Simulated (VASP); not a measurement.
# H4C in VASP: further runs, part 2 of 2

VASP 6.6.1. Earlier steps stand in the parts before.

## 3. Single point, PBE+D3(BJ)

File INCAR:

```
SYSTEM = H4C
ALGO = Normal
EDIFF = 1E-6
ENCUT = 520
GGA = PE
GGA_COMPAT = .FALSE.
ISIF = 2
ISMEAR = -1
IVDW = 12
LASPH = .TRUE.
LCHARG = .FALSE.
LREAL = Auto
LWAVE = .FALSE.
NBANDS = 58
NELM = 120
PREC = Accurate
SIGMA = 0.02
```

File KPOINTS:

```
k-points
0
G
  1 1 1
  0 0 0
```

File POSCAR:

```
H4C
1.0
    7.6834750000      0.0000000000      0.0000000000
    0.0000000000      7.6834750000      0.0000000000
    0.0000000000      0.0000000000      7.6834750000
C H
8 32
Direct
    0.4241440234      0.1283663967      0.8059894774
    1.0064066064      0.2739255350      0.5224849433
    0.4566163097      0.6648944651     -0.0216308376
    0.1486566951      0.7793999460      0.5126196155
    0.2693312596      0.1529386118      0.2215664136
    0.8747994885      0.9918298686      0.8676803139
    0.5384282502      0.5431136302      0.4324215280
    0.9505334500      0.4813967638      0.9441300974
    0.4916134952      0.0285547880      0.8943349201
    0.2869665093      0.1310214454      0.8531556360
    0.4230247382      0.0825798223      0.6664953032
    0.4776744897      0.2632012208      0.8277504645
    0.9186338213      0.1677105737      0.4912100319
    1.0731732712      0.2982244362      0.3979579552
    1.1126085528      0.2624723839      0.6392159797
    0.9269633857      0.3871034916      0.5472784124
    0.4155411451      0.6975229307     -0.1716801317
    0.5078431309      0.7732959371      0.0490403105
    0.5418121358      0.5486710115     -0.0192491028
    0.3413950068      0.6293766818      0.0536606158
    0.2123258031      0.7612571135      0.3898496449
    0.0136136319      0.7619599205      0.4628114232
    0.1608777279      0.9145210989      0.5687791006
    0.1682702163      0.6619530876      0.5956159160
    0.2952960737      0.2888666912      0.2028769535
    0.1441274944      0.0965318427      0.1802309502
    0.2831791605      0.1054991394      0.3564663124
    0.3826003208      0.1026358516      0.1497629653
    0.9596048663      1.0869951422      0.8037639219
    0.9364122353      0.9075711185      0.9737260810
    0.8273600161      0.8862526396      0.7765366582
    0.7912045006      1.0940752719      0.9301910919
    0.6661048549      0.5324804206      0.5039256326
    0.4415450041      0.6380446348      0.4754619492
    0.4823078099      0.4156452647      0.4595446722
    0.5812604323      0.5487230713      0.2930705182
    0.9729581993      0.5297602973      0.8024103677
    0.9345510983      0.6018630893      1.0257728437
    1.0777805615      0.4191723146      0.9948883806
    0.8153732523      0.4239097544      0.9603337032
```

Potentials or basis: VASP PAW PBE potentials, release 64 (C, H).

On the command line:

```console
> cat potpaw_PBE.64/C/POTCAR potpaw_PBE.64/H/POTCAR > POTCAR
> mpirun -np 1 vasp_gam > vasp.out
```

Run time: 4.4 min. Hardware: 1 thread of Intel Xeon 8259CL, shared host; peak memory 0.45 GiB.

The run converged. Its results:

* Free energy: -191.0491 eV
* Pressure: -2.4 GPa
* Largest force: 2.985 eV/Å
* Band gap on the k mesh: 6.38 eV
* Dispersion energy per atom: -0.029 eV

Forces on the atoms (eV/Å):
```
C   -0.224 -0.531  0.652
C    1.909  0.501  0.750
C   -1.207 -0.678 -2.509
C   -1.683 -0.129  0.071
C    0.894 -1.547  0.335
C    0.312 -0.540  0.980
C    1.542 -1.059 -0.233
C    0.404  1.564 -0.244
H   -0.435  1.086 -1.143
H    0.462  0.028 -0.311
H    0.336  0.501  0.971
H   -0.119 -0.979 -0.453
H    0.037 -0.644  0.690
H    0.152  0.162  0.446
H   -2.047 -0.255 -2.146
H   -0.321  0.459  0.284
H    0.792 -0.419  2.848
H    0.756  0.716 -0.015
H    0.022  0.536 -0.084
H   -0.424 -0.126 -0.227
H    1.125  0.191 -0.466
H   -0.073  0.347  0.561
H    0.164 -1.306 -0.177
H    0.292  0.932  0.026
H   -0.769  0.962  0.369
H    0.300  0.522 -0.525
H    0.194  0.620 -0.156
H   -0.395 -0.699 -0.116
H    0.755 -0.860 -0.199
H   -0.023  1.246 -0.762
H   -0.423  1.446  0.433
H   -0.615 -1.433 -0.330
H   -0.894  0.772  0.032
H    0.624  0.320 -0.105
H   -0.302 -0.348 -0.291
H   -0.725  0.181  0.664
H   -0.379 -0.716  1.715
H    0.342 -0.351 -0.475
H   -1.900 -0.010 -0.586
H    1.544 -0.465 -0.273
```

Stress tensor (GPa, compression positive):
```
-1.58  0.25 -1.53
 0.25 -1.85  0.66
-1.53  0.66 -3.66
```

Levels at points of the mesh, in eV from the valence-band top:
| k point | band 29 | band 30 | band 31 | band 32 | band 33 | band 34 | band 35 | band 36 |
| --- | --- | --- | --- | --- | --- | --- | --- | --- |
| (0.00, 0.00, 0.00) | -0.60 | -0.58 | -0.25 | 0.00 | 6.38 | 8.27 | 8.43 | 8.70 |

Caveat: the k points lie up to 0.82 Å⁻¹ apart.

## 4. Single point, PBE+D3(BJ)

File INCAR:

```
SYSTEM = H4C
  PREC = Accurate
  ENCUT = 520
  EDIFF = 1E-6
  ISMEAR = -1
  SIGMA = 0.02
  LREAL = Auto
  LASPH = .True.
  NELM = 120
  ALGO = Normal
  ISIF = 2
  LWAVE = .False.
  LCHARG = .True.
  GGA = PE
  IVDW = 12
  LELF = .True.
  LVHAR = .True.
  NBANDS = 58
  GGA_COMPAT = .False.
```

File KPOINTS:

```
regular mesh
0
Gamma
  1 1 1
  0 0 0
```

File POSCAR:

```
H4C
1.0
    7.6834750000      0.0000000000      0.0000000000
    0.0000000000      7.6834750000      0.0000000000
    0.0000000000      0.0000000000      7.6834750000
C H
8 32
Direct
    0.4284649849      0.1462359154      0.7317262046
    1.0003025975      0.2872788680      0.5105762692
    0.4567855040      0.6476756936      0.0061300388
    0.0902326096      0.7670747936      0.4688243275
    0.3627525306      0.1583528286      0.2167248543
    0.9102912419      0.9892919545      0.8806431986
    0.5375432340      0.5077780562      0.5011794793
    0.9693400447      0.5442719603      1.0064586662
    0.4006520487      0.0919245524      0.8536762337
    0.4538441265      0.2756435077      0.7478387058
    0.3281718233      0.1022844481      0.6451247645
    0.5553867228      0.1195943242      0.6853539577
    0.9927278998      0.2316139507      0.3743748760
    0.9003868692      0.3713033491      0.5511048061
    1.1231376428      0.3460673719      0.4963639499
    0.9748583811      0.1954454202      0.6214766105
    0.3894071367      0.7252838071     -0.0955557219
    0.4386947312      0.7396002460      0.1310735052
    0.5845662282      0.6155548108     -0.0126244961
    0.3872466560      0.5225760479      0.0171536967
    0.1528475072      0.8434204575      0.3545791455
   -0.0340470946      0.7083253346      0.4153849658
    0.0825798223      0.8724437836      0.5766140971
    0.1866082729      0.6576711709      0.4962077706
    0.4426382594      0.2424814293      0.1243187490
    0.2266812868      0.1713677730      0.1803741146
    0.3929862465      0.1899531137      0.3545401007
    0.3909559151      0.0174660554      0.2274361536
    0.9469933852      1.1297882794      0.8203319462
    0.9890446705      0.9467981610      0.9933526171
    0.9183084477      0.8876192088      0.7909962615
    0.7813391727      1.0124195107      0.9176186556
    0.6008218937      0.3911120945      0.5510267164
    0.5520809269      0.6534803588      0.5159123964
    0.3943398007      0.4677050423      0.5353046636
    0.5277429809      0.4615750035      0.3629998145
    1.0505402829      0.5290444753      0.9010636463
    1.0322022262      0.6446952713      1.0937238684
    0.9701079264      0.4443562320      1.0977975460
    0.8439410553      0.5931170466      0.9846195894
```

On the command line:

```console
> cat potpaw_PBE.64/C/POTCAR potpaw_PBE.64/H/POTCAR > POTCAR
> mpirun -np 1 vasp_gam > vasp.out
```

It took 4.1 min on 1 thread of Intel Xeon 8259CL, shared host; peak memory 0.45 GiB.

Results (log left out):

* Free energy: -189.9984 eV
* Pressure: 0.5 GPa
* Largest force: 4.619 eV/Å
* Band gap on the k mesh: 6.52 eV
* Dispersion energy per atom: -0.029 eV

Forces in eV/Å, atoms in the order of the input:
```
C   -0.071 -1.477 -0.443
C   -0.626 -2.172 -0.629
C   -3.642  2.014  2.004
C    1.230  0.875 -1.052
C    0.970  0.062  0.478
C    1.735  3.119  0.267
C   -3.538 -1.279 -1.507
C    0.821  2.453  2.752
H    0.101 -0.870  1.510
H   -0.903  3.244  0.311
H   -0.386  0.407 -0.712
H    1.218 -1.565 -0.500
H   -0.992 -0.015  1.144
H   -1.118  1.809 -0.670
H    1.412  0.760  0.989
H    1.296 -0.264 -1.168
H    0.698 -0.404 -0.093
H    0.387 -1.860 -1.656
H    2.656 -0.055 -0.677
H   -0.193  0.375  0.364
H   -0.691 -0.855  1.027
H    0.719  0.687  0.849
H   -0.272 -1.705 -1.063
H   -0.924  1.055  0.140
H   -0.399 -1.203  0.847
H   -0.310  0.200  0.271
H   -0.558  0.695 -0.573
H    0.286  0.204 -1.048
H    0.032 -2.616  1.179
H   -0.060  0.636 -0.145
H   -0.012 -1.092 -1.564
H   -1.841 -0.143  0.716
H    1.198  0.960  0.970
H    0.640 -1.514  0.268
H    1.459  1.036  0.009
H    0.401  1.088  0.147
H    1.171 -0.544 -2.071
H   -0.205 -0.119 -0.773
H   -0.259 -2.193  0.776
H   -1.431  0.266 -0.673
```

Stress tensor (GPa, compression positive):
```
 2.61 -1.46 -0.38
-1.46 -0.96 -0.23
-0.38 -0.23 -0.27
```

Levels at points of the mesh, in eV from the valence-band top:
| k point | band 30 | band 31 | band 32 | band 33 | band 34 | band 35 |
| --- | --- | --- | --- | --- | --- | --- |
| (0.00, 0.00, 0.00) | -0.39 | -0.17 | 0.00 | 6.52 | 8.28 | 8.52 |

Caveat: the k points lie up to 0.82 Å⁻¹ apart.
